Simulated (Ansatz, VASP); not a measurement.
# Sn5PbSe6: VASP beside Ansatz

```
Sn Pb Se
1.0
     4.30482    0.00000    0.00000
     0.00000    6.08926    0.00000
     0.00000    0.00000   12.91732
Sn Pb Se
5 1 6
Direct
  0.00000 0.00000 0.83228
  0.00000 0.00000 0.16772
  0.50000 0.50000 0.33536
  0.00000 0.00000 0.50000
  0.50000 0.50000 0.66464
  0.50000 0.50000 0.00000
  0.00000 0.50000 0.82797
  0.50000 0.00000 0.00000
  0.00000 0.50000 0.17203
  0.50000 0.00000 0.33375
  0.00000 0.50000 0.50000
  0.50000 0.00000 0.66625
```

Alike in both runs: functional PBE; k mesh 8 × 6 × 4; occupations gaussian, width 0.01 eV; no spin polarisation.

Ansatz relaxed the structure, and its values are those at the end. VASP's run is a single point on that final structure, the one shown.

```csv
,VASP,Ansatz
version,VASP 6.6.1,Ansatz 0.2.0
potentials or method,"VASP PAW PBE potentials, release 64 (Sn_d, Pb_d, Se), cutoff 500 eV","scalar-relativistic, plane waves, PAW"
valence electrons in the cell,120,180
```

|  | VASP | Ansatz | Ansatz less VASP |
| --- | --- | --- | --- |
| gap on the k mesh at the Fermi level (eV) | 0.24 | 0.24 | +0.001 |
| least direct gap on the mesh (eV) | 0.24 | 0.24 | +0.001 |
| pressure (GPa) | 0.0 | 0.0 | +0.01 |

VASP's potentials hold 120 valence electrons a cell and Ansatz's 180, so a difference there can come from the potentials and not from the codes.

Neither program's run includes spin-orbit coupling.
